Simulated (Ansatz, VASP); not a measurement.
## One calculation of Hf, two programs

```xyz
4
Lattice="3.1543 0.0000 0.0000 -1.5771 2.7317 0.0000 0.0000 0.0000 10.0881" Properties=species:S:1:pos:R:3 pbc="T T T"
Hf    0.0000    0.0000    0.0000
Hf    3.1543    0.0000    5.0441
Hf    0.0000    1.8211    2.5220
Hf    1.5771    0.9106    7.5661
```

Alike in both runs: functional PBEsol; k mesh 11 × 11 × 3; occupations fermi-dirac, width 0.1 eV; no spin polarisation.

Ansatz relaxed the structure, and its values are those at the end. VASP's run is a single point on that final structure, the one shown.

```csv
,VASP,Ansatz
version,VASP 6.6.1,Ansatz 0.2.0
potentials or method,"VASP PAW PBE potentials, release 64 (Hf_pv), cutoff 520 eV","plane waves (420 eV) with PAW, scalar-relativistic"
valence electrons in the cell,40,104
```

|  | VASP | Ansatz | Ansatz less VASP |
| --- | --- | --- | --- |
| pressure (GPa) | -0.4 | 0.0 | +0.38 |

VASP's potentials were made for PBE, not for PBEsol, and Ansatz warns of the same on its side. VASP's potentials hold 40 valence electrons a cell and Ansatz's 104, so a difference there can come from the potentials and not from the codes.

Neither program's run includes spin-orbit coupling.
